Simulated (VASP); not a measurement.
# Ni: single point with LDA

Crystal: Ni.

```
Ni
1.0
     0.00000    1.71400    1.71400
     1.71400    0.00000    1.71400
     1.71400    1.71400    0.00000
Ni
1
Direct
  0.00000 0.00000 0.00000
```

```yaml
Program: VASP 6.6.1
Task: single point
Functional: LDA
Potentials_or_basis: VASP PAW LDA potentials, release 64 (Ni)
Cutoff: 600 eV
k_mesh: 8 × 8 × 8
Occupations: fermi-dirac, width 0.1 eV
Spin: collinear spin, ferromagnetic start
Starting_moments: "[1.5] μB"
Dipole_correction: no
Further_INCAR_settings: ALGO = Normal; EDIFF = 1e-06; NBANDS = 15
```

The pressure is -0.4 GPa. The net moment is 0.68 μB per cell, the site moments are Ni +0.68 μB and the valence electrons inside the program's atomic spheres are Ni 9.47.

Levels at points of the mesh, in eV from the Fermi level:
Spin up:
```
           k point  band 2  band 3  band 4  band 5  band 6  band 7  band 8  band 9
(0.00, 0.00, 0.00)   -2.59   -2.59   -2.59   -1.31   -1.31   24.44   28.81   28.81
(0.50, 0.00, 0.00)   -2.60   -2.60   -0.53   -0.53   -0.39    6.28   22.93   25.94
(0.50, 0.50, 0.00)   -4.58   -0.50   -0.35   -0.35    2.51    9.98   15.51   15.51
```
Spin down:
| k point | band 1 | band 2 | band 3 | band 4 | band 5 | band 6 | band 7 | band 8 | band 9 | band 10 |
| --- | --- | --- | --- | --- | --- | --- | --- | --- | --- | --- |
| (0.00, 0.00, 0.00) | -9.45 | -1.91 | -1.91 | -1.91 | -0.67 | -0.67 | 24.45 | 28.88 | 28.88 | 28.88 |
| (0.50, 0.00, 0.00) | -4.82 | -1.98 | -1.98 | -0.33 | 0.20 | 0.20 | 6.71 | 22.93 | 26.09 | 26.09 |
| (0.50, 0.50, 0.00) | -4.71 | -4.02 | 0.17 | 0.42 | 0.42 | 2.59 | 10.31 | 15.62 | 15.62 | 21.10 |

Wall time 16 s on 1 thread of AMD EPYC 7R13 Processor (Zen 3) (shared host), peak memory 0.09 GiB.

Caveat: the k points lie up to 0.40 Å⁻¹ apart.
